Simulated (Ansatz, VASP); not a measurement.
## InO2 in VASP and in Ansatz

```
In O
1.0
     3.30051    0.00000    0.00000
    -1.65026    2.85833    0.00000
     0.00000    0.00000    4.39800
In O
1 2
Cartesian
  0.0000 0.0000 0.0000
  0.0000 1.9056 3.2419
  0.0000 1.9056 1.1561
```

Change from the starting cell: species swapped into the Te2Mo type (P-6m2, No. 187).

Alike in both runs: functional PBE; k mesh 18 × 18 × 10; occupations gaussian, width 0.1 eV; no spin polarisation.

Ansatz relaxed the structure, and its values are those at the end. VASP's run is a single point on that final structure, the one shown.

|  | VASP | Ansatz |
| --- | --- | --- |
| version | VASP 6.6.1 | Ansatz 0.2.0 |
| potentials or method | VASP PAW PBE potentials, release 64 (In_d, O), cutoff 520 eV | scalar-relativistic, plane waves, PAW |
| valence electrons in the cell | 25 | 25 |

VASP gave:

* gap on the k mesh at the Fermi level (eV): none
* pressure (GPa): 0.3
* rms of the force components (eV/Å): 0.026

Q: Estimate Ansatz's values.

A: gap on the k mesh at the Fermi level (eV): none; pressure (GPa): 0.0; rms of the force components (eV/Å): 0.002.

A gap of «none» marks a metal or a gap that the smearing closes.
